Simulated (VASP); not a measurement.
TaGe3Ru:

```xyz
5
Lattice="2.5998 -2.7949 0.0000 2.5998 2.7949 0.0000 0.0000 0.0000 6.5302" Properties=species:S:1:pos:R:3 pbc="T T T"
Ta    2.5998    0.0000    3.2651
Ge    0.0000    0.0000    5.1373
Ge    0.0000    0.0000    1.3929
Ge    0.0000    0.0000    3.2651
Ru    2.5998    0.0000    0.0000
```

The cell was generated, and may not be a known phase.

| Property | Result |
| --- | --- |
| Program | VASP 6.6.1 |
| Task | relaxation of cell and atoms |
| Functional | PBE |
| Potentials or basis | VASP PAW PBE potentials, release 64 (Ta_pv, Ge_d, Ru_pv) |
| Cutoff | 600 eV |
| k mesh | 4 × 4 × 4 |
| Occupations | gaussian, width 0.1 eV |
| Spin | no spin polarisation |

At the start: pressure 16.4 GPa; volume 18.98 Å³/atom.

Task: Where does the relaxation end?

Result: Over 11 steps the energy falls by 1364.2 meV/atom and the volume is 18.63 Å³/atom (-1.8 %); space group Cmmm (No. 65, to 0.1 Å) before, P4/mmm (No. 123, to 0.1 Å).

The path:
```csv
step,energy change (eV),largest force (eV/Å),pressure (GPa),volume (Å³)
1,0.0000,15.6638,16.38,94.90
2,-2.0013,15.8243,17.51,113.97
3,-5.8216,3.1496,-7.06,104.51
4,-5.8672,2.8811,-7.43,104.11
5,-5.9925,1.4857,-8.64,101.69
6,-6.6844,0.8347,6.61,88.93
7,-6.7217,0.9070,2.91,90.97
8,-6.8199,0.0068,0.19,93.03
9,-6.8206,0.0624,0.34,92.88
10,-6.8211,0.0176,-0.24,93.29
11,-6.8212,0.0307,-0.05,93.17
```

Final structure:
```xyz
5
Lattice="2.4608 -2.4593 0.0000 2.4608 2.4593 0.0000 0.0000 0.0000 7.6974" Properties=species:S:1:pos:R:3 pbc="T T T"
Ta    2.4608    0.0000    3.8487
Ge    0.0000    0.0000    6.4169
Ge    0.0000    0.0000    1.2805
Ge    0.0000    0.0000    3.8487
Ru    2.4608    0.0000    0.0000
```

Caveat: the k points lie up to 0.45 Å⁻¹ apart in the final cell, too coarse for converged energies and pressures of a metal; a cell axis changed by over 15 % at a fixed basis, so the end point is rough; an odd number of electrons without spin polarisation forces a metal; a magnetic or distorted state may lie lower.
